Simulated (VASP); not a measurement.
A run of VASP 6.6.1:

File INCAR:

```
SYSTEM = HPt6S12
ALGO = Normal
EDIFF = 1E-7
ENCUT = 520
GGA = PE
ISIF = 2
ISMEAR = 0
IVDW = 12
LASPH = .True.
LCHARG = .False.
LREAL = Auto
LWAVE = .False.
NBANDS = 82
NELM = 80
PREC = Accurate
SIGMA = 0.1
```

KPOINTS

```
k-points
0
Gamma
  4 4 3
  0 0 0
```

The input POSCAR:

```
HPt6S12
1.0
    0.0000000000     -6.2064721004      0.0000000000
    5.3749625069      3.1032360502      0.0000000000
    0.0000000000      0.0000000000      9.3245486798
Pt S H
6 12 1
Direct
    0.6706186799      0.3387167813     -0.0056931442
    0.6708956017      0.3333799999      0.5068253877
    0.0096887286     -0.0004453985     -0.0056522843
    0.0045394997     -0.0003144208      0.5068178807
    0.3311246369      0.6600593019     -0.0054332925
    0.3374170446      0.6662063215      0.5068519842
    0.3371648412      0.3327266000      0.1271050257
    0.3375391106      0.3330149741      0.6361596903
    0.6708673068     -0.0000872564      0.1085102384
    0.6711458019     -0.0000993495      0.6359921755
    0.0036953409      0.6660801811      0.1271042750
    0.0042394834      0.6663873460      0.6361591540
    0.6708482411      0.6653666878      0.3765746869
    0.6704162616      0.6653869670      0.8630490629
    0.0052530300      0.3340786094      0.3766604820
    0.0046958737      0.3336036294      0.8628147352
    0.3364352217      0.9996741360      0.3766193004
    0.3363605049      0.9993236219      0.8630868127
   -0.3233373209      0.0069414438      0.2559046107
```

Potentials or basis: VASP PAW PBE potentials, release 64 (Pt, S, H).

Launch:

```console
$ cat potpaw_PBE.64/Pt/POTCAR potpaw_PBE.64/S/POTCAR potpaw_PBE.64/H/POTCAR > POTCAR
$ mpirun -np 1 vasp_std > vasp.out
```

Hardware: 1 thread of AMD EPYC 7R13 Processor (Zen 3), with other jobs on the host.

Estimate the wall time of this run.

Wall time 29 min on 1 thread of AMD EPYC 7R13 Processor (Zen 3), with other jobs on the host, peak memory 0.62 GiB. Counts: scf iterations 20, k points 26.
